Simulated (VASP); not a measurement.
## Rb: single point with LDA

The system is Rb.

```xyz
1
Lattice="-2.0273 2.0273 2.0273 2.0273 -2.0273 2.0273 2.0273 2.0273 -2.0273" Properties=species:S:1:pos:R:3 pbc="T T T"
Rb    0.0000    0.0000    0.0000
```

This cell differs from its parent crystal: volume scaled by 0.43.

```json
{
  "Program": "VASP 6.6.1",
  "Task": "single point",
  "Functional": "LDA",
  "Potentials or basis": "VASP PAW LDA potentials, release 64 (Rb_sv)",
  "Cutoff": "520 eV",
  "k mesh": "11 × 11 × 11",
  "Occupations": "fermi-dirac, width 0.05 eV",
  "Spin": "no spin polarisation"
}
```

- Pressure: 11.4 GPa

Levels at points of the mesh, in eV from the Fermi level:
```
           k point  band 3  band 4  band 5  band 6  band 7  band 8
(0.00, 0.00, 0.00)  -12.48  -12.48   -3.09    4.18    4.18    4.18
```

Wall time 6.6 s on 1 thread of Intel(R) Xeon(R) 6975P-C (Granite Rapids) (shared host), peak memory 0.14 GiB.
